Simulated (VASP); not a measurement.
# Os (P6_3/mmc) in VASP: a series of runs, part 2 of 2

VASP 6.6.1. Earlier steps stand in the parts before.

**4. Relaxation of shape and atoms at fixed volume, PBE (14.56 Å³/atom)**

This run uses another cell than the first one, of 14.56 Å³/atom.

INCAR

```
ALGO = Normal ; EDIFF = 1E-6
EDIFFG = -0.01 ; ENCUT = 600
GGA = PE ; IBRION = 2
ISIF = 4 ; ISMEAR = 0
LASPH = T ; LCHARG = F
LREAL = F ; LWAVE = F
NELM = 80 ; NSW = 60
PREC = Accurate ; SIGMA = 0.05
```

KPOINTS

```
k-points
0
Gamma
  18 18 10
```

POSCAR

```
Os
1.0
    2.7705041786      0.0000000000      0.0000000000
   -1.3852520893      2.3993269999      0.0000000000
    0.0000000000      0.0000000000      4.3809720396
Os
2
Direct
    0.3333333333      0.6666666667      0.2500000000
    0.6666666667      0.3333333333      0.7500000000
```

Potentials or basis: VASP PAW PBE potentials, release 64 (Os).

Started as:

```console
$ cat potpaw_PBE.64/Os/POTCAR > POTCAR
$ mpirun -np 1 vasp_std > vasp.out
```

OUTCAR:

```text
EDIFF = 1E-6
   EDIFFG = -0.01
   ENCUT = 600
   GGA = PE
   IBRION = 2
   ISIF = 4
   ISMEAR = 0
   LASPH = T
   LREAL = F
   NELM = 80
   NSW = 60
   PREC = Accurate

 ion  position               nearest neighbor table
   1  0.333  0.667  0.250-   2 2.71   2 2.71   2 2.71   2 2.71   2 2.71   2 2.71
   2  0.667  0.333  0.750-   1 2.71   1 2.71   1 2.71   1 2.71   1 2.71   1 2.71

  LATTYP: Found a hexagonal cell.
 ALAT       =     2.7705041786
 C/A-ratio  =     1.5812905367

  Lattice vectors:

 A1 = (   2.7705041786,   0.0000000000,   0.0000000000)
 A2 = (  -1.3852520893,   2.3993269999,   0.0000000000)
 A3 = (   0.0000000000,   0.0000000000,   4.3809720396)

Analysis of symmetry for initial positions (statically):
=====================================================================
 Subroutine PRICEL returns:
 Original cell was already a primitive cell.

 Routine SETGRP: Setting up the symmetry group for a
 hexagonal supercell.

 Subroutine GETGRP returns: Found 24 space group operations
 (whereof 12 operations were pure point group operations)
 out of a pool of 24 trial point group operations.

The static configuration has the point symmetry D_3d.
 The point group associated with its full space group is D_6h.

Analysis of symmetry for dynamics (positions and initial velocities):
=====================================================================
 Subroutine PRICEL returns:
 Original cell was already a primitive cell.

 Routine SETGRP: Setting up the symmetry group for a
 hexagonal supercell.

 Subroutine GETGRP returns: Found 24 space group operations
 (whereof 12 operations were pure point group operations)
 out of a pool of 24 trial point group operations.

The dynamic configuration has the point symmetry D_3d.
 The point group associated with its full space group is D_6h.

 Subroutine INISYM returns: Found 24 space group operations
 (whereof 12 operations are pure point group operations),
 and found     1 'primitive' translations

----------------------------------------------------------------------------------------

                                     Primitive cell

  volume of cell :      29.1218

  direct lattice vectors                    reciprocal lattice vectors
     2.770504179  0.000000000  0.000000000     0.360945133  0.208391770  0.000000000
    -1.385252089  2.399327000  0.000000000     0.000000000  0.416783540  0.000000000
     0.000000000  0.000000000  4.380972040     0.000000000  0.000000000  0.228259845

  length of vectors
     2.770504179  2.770504179  4.380972040     0.416783540  0.416783540  0.228259845

  position of ions in fractional coordinates (direct lattice)
     0.333333333  0.666666667  0.250000000
     0.666666667  0.333333333  0.750000000

  ion indices of the primitive-cell ions
   primitive index   ion index
                 1           1
                 2           2

----------------------------------------------------------------------------------------

 KPOINTS: k-points

Automatic generation of k-mesh.
 Grid dimensions read from file:
[... 55 lines left out ...]
 SYSTEM =  unknown system
   PREC   = accura    normal or accurate (medium, high low for compatibility)
   ISTART =      0    job   : 0-new  1-cont  2-samecut
   ICHARG =      2    charge: 1-file 2-atom 10-const
   ISPIN  =      1    spin polarized calculation?
   LNONCOLLINEAR =      F non collinear calculations
   LSORBIT =      F    spin-orbit coupling
   LASPH  =      T    aspherical Exc in radial PAW
   ENCUT  =  600.0 eV  44.10 Ry    6.64 a.u.   5.53  5.53  8.75*2*pi/ulx,y,z
   NELM   =     80;   NELMIN=  2; NELMDL= -5     # of ELM steps
   EDIFF  = 0.1E-05   stopping-criterion for ELM
   LREAL  =      F    real-space projection
   EDIFFG = -.1E-01   stopping-criterion for IOM
   NSW    =     60    number of steps for IOM
   IBRION =      2    ionic relax: 0-MD 1-quasi-New 2-CG
   NFREE  =      1    steps in history (QN), initial steepest desc. (CG)
   ISIF   =      4    stress and relaxation
   ISYM   =      2    0-nonsym 1-usesym 2-fastsym
   POTIM  = 0.5000    time-step for ionic-motion
   TEBEG  =    0.0;   TEEND  =   0.0 temperature during run
   PSTRESS=    0.0 pullay stress
   NELECT =      16.0000    total number of electrons
   NUPDOWN=      -1.0000    fix difference up-down
   EMIN   =  10.00;   EMAX   =-10.00  energy-range for DOS
   EFERMI =   0.00;   METHOD = LEGACY
   ISMEAR =     0;   SIGMA  =   0.05  broadening in eV -4-tet -1-fermi 0-gaus
   EFERMI_NEDOS =   21; number of points for ismear=-14 and -15
   IALGO  =     38    algorithm
   IMIX   =      4    mixing-type and parameters
     AMIX     =   0.40;   BMIX     =  1.00
     AMIX_MAG =   1.60;   BMIX_MAG =  1.00
  volume/ion in A,a.u.               =      14.56        98.26
  Fermi-wavevector in a.u.,A,eV,Ry     =   1.340835  2.533810 24.461068  1.797838
  Thomas-Fermi vector in A             =   2.469116
   LORBIT       =      0    0 simple, 1 ext, 2 COOP (PROOUT), +10 PAW based schemes
   GGA     = PE    functional components
   LHFCALC =     F    Hartree Fock is set to
   AEXX    =    0.0000 exact exchange contribution
   IVDW    =     0    specifies the selected vdW correction
   LEPSILON=     F    determine dielectric tensor
   LRPA    =     F    only Hartree local field effects (RPA)
 conjugate gradient relaxation of ions
 non-spin polarized calculation
 Gauss-broadening in eV      SIGMA  =   0.05
  energy-cutoff  :      600.00
  volume of cell :       29.12
 maximum number of plane-waves:      1014
 NGX is ok and might be reduce to    24
   NGX = 11   NGY = 11   NGZ = 17

--------------------------------------- Ionic step        1  -------------------------------------------

 number of electron      15.9999999 magnetization

 Free energy of the ion-electron system (eV)
  ---------------------------------------------------
  ext. energy  EPLUGINS =         0.00000000
  ---------------------------------------------------
  free energy    TOTEN  =       -22.48395725 eV

  energy without entropy =      -22.48204762  energy(sigma->0) =      -22.48300243

------------------------ aborting loop because EDIFF is reached ----------------------------------------

  FORCE on cell =-STRESS in cart. coord.  units (eV):
  Direction    XX          YY          ZZ          XY          YZ          ZX
  --------------------------------------------------------------------------------------
  -------------------------------------------------------------------------------------
  Total       -1.3534984     -1.3534984     -1.4712723      0.0000000      0.0000000      0.0000000
  in kB      -74.4645553    -74.4645553    -80.9440480      0.0000000      0.0000000      0.0000000
  external PRESSURE =     -76.6243862 kB  Pullay stress =       0.0000000 kB
[... 59 lines left out ...]
--------------------------------------- Ionic step        3  -------------------------------------------

 number of electron      15.9999999 magnetization

 Free energy of the ion-electron system (eV)
  ---------------------------------------------------
  ext. energy  EPLUGINS =         0.00000000
  ---------------------------------------------------
  free energy    TOTEN  =       -22.48400591 eV

  energy without entropy =      -22.48206270  energy(sigma->0) =      -22.48303430

 E-fermi :   8.8669     XC(G=0): -13.8271

 val. band max:        8.8576203829   @ k =   0.2222   0.0556   0.3000
 cond. band min:       8.8701529730   @ k =   0.4444   0.1111   0.4000
 fundamental gap:      0.0125325900
 Fermi energy:         8.8668766617

 k-point     1 :       0.0000    0.0000    0.0000
  band No.  band energies     occupation
      1      -1.7112      2.00000
      2       1.4532      2.00000
      3       5.9913      2.00000
      4       5.9913      2.00000
      5       6.2330      2.00000
      6       6.7791      2.00000
      7       6.7791      2.00000
      8       7.3887      2.00000
      9       7.3887      2.00000
     10       8.9023      0.31661
     11      10.4541      0.00000
     12      10.4541      0.00000
[... 331 lines left out ...]
 k-point    24 :       0.3889    0.1111    0.0000
  band No.  band energies     occupation
      1       2.3884      2.00000
      2       2.4966      2.00000
      3       2.8586      2.00000
      4       5.4579      2.00000
      5       5.4951      2.00000
      6       6.3776      2.00000
      7       7.0473      2.00000
      8      10.3501      0.00000
      9      10.7513      0.00000
     10      11.2046      0.00000
     11      12.5375      0.00000
     12      15.4496      0.00000

 [... further k-points ...]

------------------------ aborting loop because EDIFF is reached ----------------------------------------

  FORCE on cell =-STRESS in cart. coord.  units (eV):
  Direction    XX          YY          ZZ          XY          YZ          ZX
  --------------------------------------------------------------------------------------
  -------------------------------------------------------------------------------------
  Total       -1.3895951     -1.3895951     -1.3869389     -0.0000000      0.0000000      0.0000000
  in kB      -76.4504622    -76.4504622    -76.3043279     -0.0000000      0.0000000      0.0000000
  external PRESSURE =     -76.4017508 kB  Pullay stress =       0.0000000 kB
[... 17 lines left out ...]
  FREE ENERGIE OF THE ION-ELECTRON SYSTEM (eV)
  ---------------------------------------------------
  free  energy   TOTEN  =       -22.4840059103 eV

  energy  without entropy=      -22.4820626951  energy(sigma->0) =      -22.48303430

 reached required accuracy - stopping structural energy minimisation
```

OSZICAR:

```text
N       E                     dE             d eps       ncg     rms          rms(c)
DAV:   1     0.117587728428E+03    0.11759E+03   -0.83120E+03  5328   0.143E+03
DAV:   2    -0.148234324276E+02   -0.13241E+03   -0.12009E+03  5544   0.416E+02
[... 16 lines left out ...]
   2 F= -.22483926E+02 E0= -.22482927E+02  d E =0.315891E-04
       N       E                     dE             d eps       ncg     rms          rms(c)
DAV:   1    -0.224841096556E+02   -0.18425E-03   -0.86106E-03  5404   0.816E-01    0.490E-02
DAV:   2    -0.224840296945E+02    0.79961E-04   -0.93866E-05  6536   0.131E-01    0.242E-02
DAV:   3    -0.224840058813E+02    0.23813E-04   -0.43205E-05  5904   0.564E-02    0.433E-03
DAV:   4    -0.224840059103E+02   -0.29011E-07   -0.27749E-06  4484   0.227E-02
   3 F= -.22484006E+02 E0= -.22483034E+02  d E =-.486653E-04
```

It took 1.8 min on 1 thread of Intel Xeon Platinum 8259CL at 2.50GHz (Skylake/Cascade Lake), shared host; peak memory 0.23 GiB.

Results:

- Free energy: -22.4840 eV
- Energy gained by relaxing: 0.0 meV/atom
- Ionic steps: 3
- Pressure after relaxing: -7.6 GPa
- Band gap on the k mesh: zero (bands 8 and 9 overlap by 3.68 eV)

Final structure:
```
Os
1.0
     2.77166    0.00000    0.00000
    -1.38583    2.40033    0.00000
     0.00000    0.00000    4.37730
Os
2
Direct
  0.33333 0.66667 0.25000
  0.66667 0.33333 0.75000
```

Caveat: spin-orbit coupling is left out, which moves the levels of the heavy elements.

**5. Relaxation of shape and atoms at fixed volume, PBE (14.85 Å³/atom)**

This run uses another cell than the first one, of 14.85 Å³/atom.

INCAR

```
ALGO = Fast ; EDIFF = 1E-6
EDIFFG = -0.01 ; ENCUT = 600
GGA = PE ; IBRION = 2
ISIF = 4 ; ISMEAR = 0
LASPH = T ; LCHARG = F
LREAL = F ; LWAVE = F
NELM = 100 ; NSW = 60
PREC = Accurate ; SIGMA = 0.05
```

KPOINTS is that of step 4.

POSCAR

```
Os
1.0
    2.7894174414      0.0000000000      0.0000000000
   -1.3947087207      2.4157063660      0.0000000000
    0.0000000000      0.0000000000      4.4065047622
Os
2
Direct
    0.3333333333      0.6666666667      0.2500000000
    0.6666666667      0.3333333333      0.7500000000
```

Potentials or basis: VASP PAW PBE potentials, release 64 (Os).

Started as:

```console
$ cat potpaw_PBE.64/Os/POTCAR > POTCAR
$ mpirun -np 1 vasp_std > vasp.out
```

OUTCAR:

```text
EDIFF = 1E-6
   EDIFFG = -0.01
   ENCUT = 600
   GGA = PE
   IBRION = 2
   ISIF = 4
   ISMEAR = 0
   LASPH = T
   LREAL = F
   NELM = 100
   NSW = 60
   PREC = Accurate

 ion  position               nearest neighbor table
   1  0.333  0.667  0.250-   2 2.73   2 2.73   2 2.73   2 2.73   2 2.73   2 2.73
   2  0.667  0.333  0.750-   1 2.73   1 2.73   1 2.73   1 2.73   1 2.73   1 2.73

  LATTYP: Found a hexagonal cell.
 ALAT       =     2.7894174414
 C/A-ratio  =     1.5797222376

  Lattice vectors:

 A1 = (   2.7894174414,   0.0000000000,   0.0000000000)
 A2 = (  -1.3947087207,   2.4157063660,   0.0000000000)
 A3 = (   0.0000000000,   0.0000000000,   4.4065047622)

Analysis of symmetry for initial positions (statically):
=====================================================================
 Subroutine PRICEL returns:
 Original cell was already a primitive cell.

 Routine SETGRP: Setting up the symmetry group for a
 hexagonal supercell.

 Subroutine GETGRP returns: Found 24 space group operations
 (whereof 12 operations were pure point group operations)
 out of a pool of 24 trial point group operations.

The static configuration has the point symmetry D_3d.
 The point group associated with its full space group is D_6h.

Analysis of symmetry for dynamics (positions and initial velocities):
[... 236 lines left out ...]

 Free energy of the ion-electron system (eV)
  ---------------------------------------------------
  ext. energy  EPLUGINS =         0.00000000
  ---------------------------------------------------
  free energy    TOTEN  =       -22.44456380 eV

  energy without entropy =      -22.44254176  energy(sigma->0) =      -22.44355278

 E-fermi :   8.5837     XC(G=0): -13.7158

 val. band max:        8.5824367827   @ k =   0.4444   0.1111   0.4000
 cond. band min:       8.5926730248   @ k =   0.1667   0.1111   0.3000
 fundamental gap:      0.0102362421
 Fermi energy:         8.5837138261

 k-point     1 :       0.0000    0.0000    0.0000
  band No.  band energies     occupation
      1      -1.8192      2.00000
      2       1.3496      2.00000
      3       5.7911      2.00000
      4       5.7911      2.00000
      5       6.0356      2.00000
      6       6.5561      2.00000
      7       6.5561      2.00000
      8       7.1366      2.00000
      9       7.1366      2.00000
     10       8.6372      0.13022
     11      10.1228      0.00000
     12      10.1228      0.00000
[... 331 lines left out ...]
 k-point    24 :       0.3889    0.1111    0.0000
  band No.  band energies     occupation
      1       2.2519      2.00000
      2       2.3785      2.00000
      3       2.7427      2.00000
      4       5.2659      2.00000
      5       5.2803      2.00000
      6       6.1627      2.00000
      7       6.8177      2.00000
      8      10.0195      0.00000
      9      10.4023      0.00000
     10      10.8498      0.00000
     11      12.1370      0.00000
     12      14.9904      0.00000

 [... further k-points ...]

------------------------ aborting loop because EDIFF is reached ----------------------------------------

  FORCE on cell =-STRESS in cart. coord.  units (eV):
  Direction    XX          YY          ZZ          XY          YZ          ZX
  --------------------------------------------------------------------------------------
  -------------------------------------------------------------------------------------
  Total       -2.6715021     -2.6715021     -2.6699564     -0.0000000      0.0000000      0.0000000
  in kB     -144.1498522   -144.1498522   -144.0664507     -0.0000000      0.0000000      0.0000000
  external PRESSURE =    -144.1220517 kB  Pullay stress =       0.0000000 kB
[... 17 lines left out ...]
  FREE ENERGIE OF THE ION-ELECTRON SYSTEM (eV)
  ---------------------------------------------------
  free  energy   TOTEN  =       -22.4445638045 eV

  energy  without entropy=      -22.4425417620  energy(sigma->0) =      -22.44355278

 reached required accuracy - stopping structural energy minimisation
```

CONTCAR:

```text
Os
   1.00000000000000
     2.7906363567093582    0.0000000000000000    0.0000000000000000
    -1.3953181783546791    2.4167619776236613    0.0000000000000000
     0.0000000000000000   -0.0000000000000000    4.4026561897572813
  Os
     2
Direct
     0.3333333332999970    0.6666666667000030    0.2500000000000000
     0.6666666667000030    0.3333333332999970    0.7500000000000000

  0.00000000E+00  0.00000000E+00  0.00000000E+00
  0.00000000E+00  0.00000000E+00  0.00000000E+00
```

Run time: 2.3 min. Hardware: 1 thread of Intel Xeon Platinum 8259CL at 2.50GHz (Skylake/Cascade Lake), shared host; peak memory 0.22 GiB.

Results:

- Free energy: -22.4446 eV
- Energy gained by relaxing: 0.0 meV/atom
- Ionic steps: 3
- Pressure after relaxing: -14.4 GPa
- Band gap on the k mesh: zero (bands 8 and 9 overlap by 3.57 eV)

Final structure:
```
Os
1.0
     2.79064    0.00000    0.00000
    -1.39532    2.41676    0.00000
     0.00000    0.00000    4.40266
Os
2
Direct
  0.33333 0.66667 0.25000
  0.66667 0.33333 0.75000
```

Levels at points of the mesh, in eV from the Fermi level:
```tsv
k point	band 4	band 5	band 6	band 7	band 8	band 9	band 10	band 11	band 12
(0.00, 0.00, 0.00)	-2.79	-2.55	-2.03	-2.03	-1.45	-1.45	0.05	1.54	1.54
(0.50, 0.00, 0.00)	-3.26	-2.75	-2.37	-1.73	1.82	2.33	2.45	4.03	5.27
(0.00, 0.00, 0.50)	-3.29	-2.98	-2.98	-2.98	-2.98	0.80	0.80	0.80	0.80
(0.50, 0.00, 0.50)	-4.89	-1.11	-1.11	-0.15	-0.15	2.13	2.13	3.04	3.04
```

Caveat: spin-orbit coupling is left out, which moves the levels of the heavy elements.

**6. The runs side by side**

```csv
task,cell,gap on the mesh (eV),pressure (GPa)
relaxation of cell and atoms,"relaxed from a = 2.734, b = 2.734, c = 4.320 Å, angles 90.0, 90.0, 120.0°, 2 atoms",none,0.0
relaxation of shape and atoms at fixed volume,"relaxed from a = 2.734, b = 2.734, c = 4.323 Å, angles 90.0, 90.0, 120.0°, 2 atoms",none,8.6
relaxation of shape and atoms at fixed volume,"relaxed from a = 2.771, b = 2.771, c = 4.381 Å, angles 90.0, 90.0, 120.0°, 2 atoms",none,-7.6
relaxation of shape and atoms at fixed volume,"relaxed from a = 2.789, b = 2.789, c = 4.407 Å, angles 90.0, 90.0, 120.0°, 2 atoms",none,-14.4
```

Alike in all rows: level PBE; potentials or basis VASP PAW PBE potentials, release 64 (Os); no spin polarisation; k mesh 18 × 18 × 10; cutoff (eV) 600; smearing gaussian 0.05 eV.

Caveats: spin-orbit coupling is left out, which moves the levels of the heavy elements.

Total energies depend on the potentials used, so only differences within one code and one set of settings carry meaning.
